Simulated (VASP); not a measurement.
KI, 2 atoms in the cell. It takes space group I4mm (No. 107, tetragonal). The conventional cell has a = 4.953 Å, b = 4.953 Å, c = 6.822 Å, α = 90.00°, β = 90.00°, γ = 90.00°. K (site symmetry 4mm) has 5 I at 2.76 to 3.56 Å within 3.6 Å. I (site symmetry 4mm) has 5 K at 2.76 to 3.56 Å within 3.6 Å.  This cell differs from its parent crystal: atoms displaced along a vibrational mode, the cell strained.

| Property | Result |
| --- | --- |
| Program | VASP 6.6.1 |
| Task | single point |
| Functional | LDA |
| Potentials or basis | VASP PAW LDA potentials, release 64 (K_sv, I) |
| Cutoff | 520 eV |
| k mesh | 6 × 6 × 6 |
| Occupations | gaussian, width 0.05 eV |
| Spin | no spin polarisation |
| Dipole correction | no |
| Further INCAR settings | ALGO = Normal; EDIFF = 1e-06; NBANDS = 15 |

Potentials or basis: VASP PAW LDA potentials, release 64 (K_sv, I).

The run is started by

```sh
$ cat potpaw_LDA.64/K_sv/POTCAR potpaw_LDA.64/I/POTCAR > POTCAR
$ mpirun -np 1 vasp_std > vasp.out
```

Hardware: 1 thread of AMD EPYC 7R13 (shared host).

Question: How long does it take, and how much memory?

Answer: Wall time 70 s on 1 thread of AMD EPYC 7R13 (shared host), peak memory 0.16 GiB. Counts: scf iterations 12, k points 30.
